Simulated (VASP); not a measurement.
The system is Sn.

```
Sn
1.0
    -1.72654    1.77555    2.33834
     1.72654   -1.77555    2.33834
     1.72654    1.77555   -2.33834
Sn
1
Direct
  0.00000 0.00000 0.00000
```

```yaml
Program: VASP 6.6.1
Task: relaxation of cell and atoms
Functional: PBEsol
Potentials_or_basis: VASP PAW PBE potentials, release 64 (Sn_d)
Cutoff: 600 eV
k_mesh: 22 × 22 × 22
Occupations: gaussian, width 0.1 eV
Spin: no spin polarisation
```

At the start: pressure -3.6 GPa; volume 28.67 Å³/atom.

**Question.** How do energy, volume and symmetry change on relaxing?

**Answer.** Over 11 steps the energy falls by 28.5 meV/atom and the volume is 26.46 Å³/atom (-7.7 %); space group Immm (No. 71, to 0.1 Å) before, I4/mmm (No. 139, to 0.1 Å).

The path:
```csv
step,energy change (eV),largest force (eV/Å),pressure (GPa),volume (Å³)
1,0.0000,0.0000,-3.57,28.67
2,-0.0265,0.0000,0.80,26.10
3,-0.0273,0.0000,0.05,26.45
4,-0.0273,0.0000,-0.13,26.49
5,-0.0278,0.0000,-0.01,26.48
6,-0.0283,0.0000,0.02,26.45
7,-0.0283,0.0000,0.00,26.46
8,-0.0283,0.0000,0.00,26.46
9,-0.0284,0.0000,-0.04,26.47
10,-0.0284,0.0000,-0.10,26.49
11,-0.0285,0.0000,-0.02,26.46
```

Final structure:
```cif
data_structure
_symmetry_space_group_name_H-M 'P 1'
_symmetry_Int_Tables_number 1
_cell_length_a 3.3064
_cell_length_b 3.3064
_cell_length_c 3.3064
_cell_angle_alpha 117.458
_cell_angle_beta 117.419
_cell_angle_gamma 94.497
_cell_volume 26.46
loop_
_atom_site_label
_atom_site_type_symbol
_atom_site_fract_x
_atom_site_fract_y
_atom_site_fract_z
_atom_site_occupancy
Sn1 Sn 0.00000 0.00000 0.00000 1
```

Caveat: the PAW data sets were made with another functional, which shifts forces and pressure a little.
